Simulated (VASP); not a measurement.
# Si33C32 (a cell with a defect) in VASP: notebook, part 2 of 2

VASP 6.6.1.

### Step 3. Single point, PBEsol

The input, INCAR:

```
PREC = Accurate
ENCUT = 520
EDIFF = 1E-6
ISMEAR = -1
SIGMA = 0.05
LREAL = Auto
LASPH = True
NELM = 100
ALGO = Normal
ISIF = 2
LWAVE = False
LCHARG = False
GGA = PS
NELECT = 258.0
ISYM = 0
NBANDS = 168
```

The input, KPOINTS:

```
Automatic mesh
0
Gamma
  1 1 1
  0.25 0.25 0.25
```

The input, POSCAR:

```
Si33C32
1.0
    8.7137060000      0.0000000000      0.0000000000
    0.0000000000      8.7137060000      0.0000000000
    0.0000000000      0.0000000000      8.7137060000
Si C
33 32
Direct
    0.0007820000      0.0008050000      0.9999900000
    0.0004130000      0.0004290000      0.4978240000
    0.0008230000      0.5002300000      0.0017070000
    0.0014170000      0.5008110000      0.4956980000
    0.5002090000      0.0008430000      0.0017110000
    0.5007910000      0.0014360000      0.4956980000
    0.5006520000      0.5007040000      0.0209520000
    0.5047500000      0.5047780000      0.4743800000
    0.2483330000      0.2483550000      0.0007230000
    0.2476740000      0.2476800000      0.4971260000
    0.2448450000      0.7514790000      0.0009170000
    0.2483340000      0.7512700000      0.4978080000
    0.7514650000      0.2448740000      0.0009270000
    0.7512530000      0.2483500000      0.4978030000
    0.7504550000      0.7504690000      0.9999180000
    0.7514630000      0.7514880000      0.4943180000
    0.2483580000      0.0004290000      0.2498760000
    0.2462260000      0.0014280000      0.7502590000
    0.2462360000      0.5008100000      0.2508760000
    0.2249600000      0.5046660000      0.7541160000
    0.7505230000      0.0008130000      0.2502580000
    0.7522490000      0.0008490000      0.7496800000
    0.7522420000      0.5002370000      0.2502920000
    0.7715200000      0.5006800000      0.7501380000
    0.0004060000      0.2483890000      0.2498740000
    0.0014220000      0.2462450000      0.7502600000
    0.0007800000      0.7505490000      0.2502480000
    0.0008170000      0.7522650000      0.7496720000
    0.5007880000      0.2462510000      0.2508830000
    0.5047560000      0.2249330000      0.7542410000
    0.5002100000      0.7522630000      0.2502860000
    0.5006500000      0.7715250000      0.7501590000
    0.5002860000      0.5002990000      0.7497160000
    0.1251940000      0.1252180000      0.1253950000
    0.1260030000      0.1260150000      0.6248070000
    0.1252570000      0.6248230000      0.1250210000
    0.1220860000      0.6284350000      0.6217740000
    0.6248010000      0.1252780000      0.1250290000
    0.6284140000      0.1221080000      0.6217630000
    0.6276730000      0.6276860000      0.1281010000
    0.6221950000      0.6221820000      0.6270330000
    0.3733130000      0.3733250000      0.1288230000
    0.3796180000      0.3796480000      0.6291020000
    0.3751810000      0.8742290000      0.1236760000
    0.3733080000      0.8793750000      0.6227770000
    0.8742140000      0.3752070000      0.1236820000
    0.8793700000      0.3733150000      0.6227730000
    0.8753970000      0.8754280000      0.1248720000
    0.8742150000      0.8742420000      0.6246460000
    0.3753400000      0.1260160000      0.3754640000
    0.3722820000      0.1220980000      0.8778930000
    0.3722860000      0.6284440000      0.3715520000
    0.3775840000      0.6221740000      0.8716420000
    0.8759350000      0.1252210000      0.3746680000
    0.8755630000      0.1252770000      0.8742710000
    0.8755600000      0.6248240000      0.3747260000
    0.8786430000      0.6276940000      0.8771370000
    0.1260020000      0.3753620000      0.3754640000
    0.1220910000      0.3723210000      0.8778820000
    0.1252000000      0.8759450000      0.3746660000
    0.1252530000      0.8755720000      0.8742660000
    0.6284150000      0.3723110000      0.3715540000
    0.6221850000      0.3775920000      0.8716380000
    0.6247990000      0.8755790000      0.3747230000
    0.6276770000      0.8786600000      0.8771360000
```

Potentials or basis: VASP PAW PBE potentials, release 64 (Si, C).

Started as:

```console
$ cat potpaw_PBE.64/Si/POTCAR potpaw_PBE.64/C/POTCAR > POTCAR
$ mpirun -np 1 vasp_std > vasp.out
```

Run time: 11 min. Hardware: 1 thread of Intel Xeon Platinum 8488C (Sapphire Rapids), shared host; peak memory 0.81 GiB.

Results (log left out):

```yaml
Free_energy: -527.0190 eV
Largest_force: 0.380 eV/Å
```

Forces on the atoms (eV/Å):
```
Si  -0.043 -0.044  0.185
Si   0.006  0.006  0.173
Si  -0.117 -0.018  0.159
Si  -0.034 -0.007  0.180
Si  -0.018 -0.118  0.160
Si  -0.008 -0.034  0.181
Si   0.022  0.018  0.201
Si  -0.195 -0.196  0.259
Si   0.106  0.106  0.120
Si   0.095  0.096  0.100
Si   0.288  0.165  0.165
Si   0.106  0.120  0.107
Si   0.165  0.286  0.165
Si   0.120  0.108  0.107
Si   0.082  0.083  0.083
Si   0.164  0.164  0.286
Si   0.168  0.006  0.006
Si   0.178 -0.034 -0.008
Si   0.178 -0.009 -0.033
Si   0.257 -0.188 -0.187
Si   0.185 -0.042 -0.042
Si   0.162 -0.117 -0.018
Si   0.163 -0.019 -0.116
Si   0.199  0.021  0.021
Si   0.008  0.166  0.007
Si  -0.034  0.178 -0.008
Si  -0.041  0.185 -0.041
Si  -0.116  0.163 -0.017
Si  -0.008  0.179 -0.034
Si  -0.196  0.260 -0.196
Si  -0.018  0.163 -0.116
Si   0.024  0.198  0.019
Si  -0.079 -0.084 -0.079
C   -0.045 -0.046 -0.091
C   -0.052 -0.052 -0.074
C   -0.031 -0.079 -0.112
C   -0.055 -0.045 -0.078
C   -0.079 -0.030 -0.113
C   -0.045 -0.057 -0.076
C   -0.053 -0.051 -0.037
C    0.010  0.013 -0.014
C   -0.050 -0.049 -0.093
C   -0.060 -0.064 -0.069
C   -0.088 -0.025 -0.018
C   -0.060 -0.092 -0.051
C   -0.025 -0.087 -0.019
C   -0.093 -0.059 -0.051
C   -0.031 -0.031 -0.028
C   -0.024 -0.024 -0.078
C   -0.080 -0.054 -0.059
C   -0.075 -0.053 -0.051
C   -0.081 -0.048 -0.056
C   -0.027  0.013  0.006
C   -0.097 -0.047 -0.053
C   -0.117 -0.032 -0.083
C   -0.116 -0.080 -0.038
C   -0.043 -0.054 -0.060
C   -0.053 -0.081 -0.059
C   -0.053 -0.077 -0.051
C   -0.046 -0.096 -0.052
C   -0.033 -0.116 -0.083
C   -0.046 -0.081 -0.056
C    0.012 -0.022  0.009
C   -0.080 -0.116 -0.038
C   -0.054 -0.043 -0.059
```

Levels at points of the mesh, in eV from the Fermi level:
| k point | band 125 | band 126 | band 127 | band 128 | band 129 | band 130 | band 131 | band 132 | band 133 | band 134 |
| --- | --- | --- | --- | --- | --- | --- | --- | --- | --- | --- |
| (0.25, 0.25, 0.25) | -2.50 | -2.45 | -2.13 | -2.13 | -0.14 | 0.13 | 0.13 | 1.37 | 1.37 | 1.40 |

Caveat: the cell carries a net charge on a neutralising background, which shifts energy and pressure; the cell is charged against a uniform background, so pressure and absolute levels hang on convention; the PAW data sets were made with another functional, which shifts forces and pressure a little.

### Step 4. Single point, PBEsol

The input, INCAR:

```
  PREC = Accurate
  ENCUT = 520
  EDIFF = 1E-6
  ISMEAR = -1
  SIGMA = 0.05
  LREAL = Auto
  LASPH = T
  NELM = 80
  ALGO = Normal
  ISIF = 2
  LWAVE = F
  LCHARG = F
  GGA = PS
  NELECT = 262.0
  ISYM = 0
  NBANDS = 168
```

KPOINTS is that of step 3.

The input, POSCAR:

```
Si33C32
1.0
    8.7137060000      0.0000000000      0.0000000000
    0.0000000000      8.7137060000      0.0000000000
    0.0000000000      0.0000000000      8.7137060000
Si C
33 32
Direct
    0.9998270000      0.9998460000      0.0002660000
    0.9998570000      0.9998780000      0.4988330000
    0.9996400000      0.4998440000      0.0020620000
    0.9999700000      0.5003520000      0.4968520000
    0.4998320000      0.9996530000      0.0020600000
    0.5003300000      0.9999740000      0.4968480000
    0.4989400000      0.4990090000      0.0214870000
    0.5011490000      0.5011750000      0.4775540000
    0.2491790000      0.2491970000      0.0005280000
    0.2490570000      0.2490680000      0.4985070000
    0.2474350000      0.7512020000      0.0006250000
    0.2491730000      0.7510820000      0.4986490000
    0.7511620000      0.2474680000      0.0006130000
    0.7510580000      0.2491980000      0.4986520000
    0.7505420000      0.7505520000      0.0000080000
    0.7511850000      0.7511990000      0.4968770000
    0.2493600000      0.9998710000      0.2493200000
    0.2473800000      0.9999790000      0.7497980000
    0.2473820000      0.5003520000      0.2494280000
    0.2281210000      0.5011870000      0.7506490000
    0.7508100000      0.9998530000      0.2492900000
    0.7525960000      0.9996440000      0.7492970000
    0.7525940000      0.4998430000      0.2490990000
    0.7720550000      0.4990290000      0.7483990000
    0.9998530000      0.2493890000      0.2493230000
    0.9999700000      0.2473980000      0.7498000000
    0.9998330000      0.7508170000      0.2492900000
    0.9996390000      0.7526100000      0.7492970000
    0.5003320000      0.2474010000      0.2494210000
    0.5011110000      0.2281100000      0.7505950000
    0.4998310000      0.7526130000      0.2491100000
    0.4989530000      0.7720350000      0.7484400000
    0.5012200000      0.5011130000      0.7505820000
    0.1252640000      0.1252870000      0.1253540000
    0.1264420000      0.1264580000      0.6255060000
    0.1252690000      0.6255080000      0.1248240000
    0.1221890000      0.6287620000      0.6223940000
    0.6254940000      0.1252820000      0.1248230000
    0.6287500000      0.1221960000      0.6223950000
    0.6277910000      0.6278100000      0.1277890000
    0.6236750000      0.6237160000      0.6271290000
    0.3722380000      0.3722580000      0.1289260000
    0.3794140000      0.3794570000      0.6289210000
    0.3753760000      0.8746990000      0.1241500000
    0.3722350000      0.8794710000      0.6217070000
    0.8746890000      0.3753930000      0.1241490000
    0.8794700000      0.3722530000      0.6217090000
    0.8754580000      0.8754670000      0.1249190000
    0.8746880000      0.8747040000      0.6248430000
    0.3760430000      0.1264520000      0.3758970000
    0.3729150000      0.1221950000      0.8782260000
    0.3729090000      0.6287750000      0.3716550000
    0.3776690000      0.6236540000      0.8731240000
    0.8758920000      0.1252900000      0.3747380000
    0.8753640000      0.1252780000      0.8749510000
    0.8753700000      0.6254970000      0.3747260000
    0.8783290000      0.6278130000      0.8772710000
    0.1264380000      0.3760630000      0.3759020000
    0.1221830000      0.3729360000      0.8782160000
    0.1252660000      0.8759010000      0.3747380000
    0.1252550000      0.8753830000      0.8749490000
    0.6287480000      0.3729370000      0.3716500000
    0.6236640000      0.3776830000      0.8731640000
    0.6254890000      0.8753890000      0.3747240000
    0.6277900000      0.8783280000      0.8772620000
```

Started as:

```console
$ cat potpaw_PBE.64/Si/POTCAR potpaw_PBE.64/C/POTCAR > POTCAR
$ mpirun -np 1 vasp_std > vasp.out
```

Wall time 12 min (1 thread of Intel Xeon Platinum 8488C (Sapphire Rapids), shared host); peak memory 0.79 GiB.

Results (log left out):

```
Free energy   : -486.1908 eV
Largest force : 0.392 eV/Å
```

Forces on the atoms (eV/Å):
```
Si   0.098  0.099  0.125
Si   0.123  0.123  0.126
Si   0.051  0.112  0.072
Si   0.140  0.083  0.086
Si   0.112  0.051  0.073
Si   0.083  0.141  0.086
Si   0.243  0.239  0.120
Si  -0.039 -0.039  0.127
Si   0.052  0.053  0.070
Si   0.113  0.114  0.116
Si   0.185  0.142  0.145
Si   0.053  0.070  0.054
Si   0.146  0.183  0.146
Si   0.071  0.054  0.054
Si   0.035  0.037  0.036
Si   0.143  0.143  0.187
Si   0.122  0.123  0.122
Si   0.080  0.141  0.083
Si   0.081  0.083  0.141
Si   0.124 -0.040 -0.040
Si   0.125  0.099  0.099
Si   0.075  0.051  0.112
Si   0.076  0.112  0.051
Si   0.120  0.239  0.245
Si   0.124  0.121  0.122
Si   0.140  0.080  0.083
Si   0.099  0.125  0.099
Si   0.050  0.076  0.111
Si   0.083  0.080  0.142
Si  -0.035  0.124 -0.036
Si   0.111  0.076  0.049
Si   0.243  0.119  0.242
Si  -0.034 -0.020 -0.023
C   -0.090 -0.089 -0.100
C   -0.141 -0.141 -0.117
C   -0.038 -0.130 -0.126
C   -0.072 -0.104 -0.112
C   -0.130 -0.037 -0.126
C   -0.106 -0.072 -0.113
C   -0.080 -0.079 -0.035
C   -0.119 -0.120 -0.021
C   -0.098 -0.097 -0.103
C   -0.223 -0.225 -0.230
C   -0.150 -0.058 -0.051
C   -0.092 -0.093 -0.091
C   -0.060 -0.150 -0.051
C   -0.095 -0.092 -0.091
C   -0.088 -0.087 -0.083
C   -0.060 -0.061 -0.142
C   -0.113 -0.132 -0.137
C   -0.122 -0.076 -0.104
C   -0.120 -0.104 -0.078
C   -0.025 -0.112 -0.127
C   -0.108 -0.090 -0.096
C   -0.130 -0.040 -0.139
C   -0.131 -0.129 -0.047
C   -0.040 -0.081 -0.089
C   -0.131 -0.114 -0.136
C   -0.075 -0.121 -0.102
C   -0.090 -0.105 -0.096
C   -0.040 -0.130 -0.139
C   -0.103 -0.122 -0.077
C   -0.113 -0.027 -0.130
C   -0.130 -0.131 -0.047
C   -0.081 -0.040 -0.088
```

Levels at points of the mesh, in eV from the Fermi level:
| k point | band 129 | band 130 | band 131 | band 132 | band 133 | band 134 |
| --- | --- | --- | --- | --- | --- | --- |
| (0.25, 0.25, 0.25) | -0.75 | -0.65 | -0.65 | 0.65 | 0.65 | 0.70 |

Caveat: the cell carries a net charge on a neutralising background, which shifts energy and pressure; the cell is charged against a uniform background, so pressure and absolute levels hang on convention; the PAW data sets were made with another functional, which shifts forces and pressure a little.
